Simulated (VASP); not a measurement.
K2TiF4: single point with r2SCAN

Crystal: K2TiF4.

```
CELL_PARAMETERS angstrom
0.00000 4.03534 0.00000
4.03534 0.00000 0.00000
2.01767 2.01767 -6.58044
ATOMIC_POSITIONS crystal
K 0.35377 0.35377 0.29246
K 0.64623 0.64623 0.70754
Ti 0.00000 0.00000 0.00000
F 0.50000 0.00000 0.00000
F 0.00000 0.50000 0.00000
F 0.15331 0.15331 0.69338
F 0.84669 0.84669 0.30662
```

```
Program                : VASP 6.6.1
Task                   : single point
Functional             : r2SCAN
Potentials or basis    : VASP PAW PBE potentials, release 64 (K_sv, Ti_sv, F)
Cutoff                 : 520 eV
k mesh                 : 5 × 5 × 5
Occupations            : fermi-dirac, width 0.1 eV
Spin                   : no spin polarisation
Dipole correction      : no
Further INCAR settings : ALGO = Normal; EDIFF = 1e-07; NBANDS = 38
```

```yaml
Pressure: 4.5 GPa
Largest_force: 0.763 eV/Å
Band_gap_on_the_k_mesh: zero (bands 29 and 30 overlap by 1.06 eV)
```

Forces in eV/Å, atoms in the order of the input:
```
K    0.000  0.000 -0.090
K    0.000  0.000  0.090
Ti   0.000  0.000  0.000
F    0.000  0.000  0.000
F    0.000  0.000  0.000
F    0.000  0.000  0.763
F    0.000  0.000 -0.763
```

Stress tensor (GPa, compression positive):
```
4.02 0.00 0.00
0.00 4.02 0.00
0.00 0.00 5.45
```

Levels at points of the mesh, in eV from the Fermi level:
```tsv
k point	band 25	band 26	band 27	band 28	band 29	band 30	band 31	band 32	band 33	band 34
(0.00, 0.00, 0.00)	-8.61	-8.39	-8.32	-8.32	-0.69	-0.61	-0.21	-0.21	1.47	1.84
```

Run time: 12 min on 1 thread of Intel Xeon 8259CL (shared host), peak memory 0.26 GiB.

Caveat: the cell stands under pressure; the PAW data sets were made with another functional, which shifts forces and pressure a little; semilocal functionals often make such compounds metallic where correlation or magnetic order opens a gap, which also shifts bond lengths.
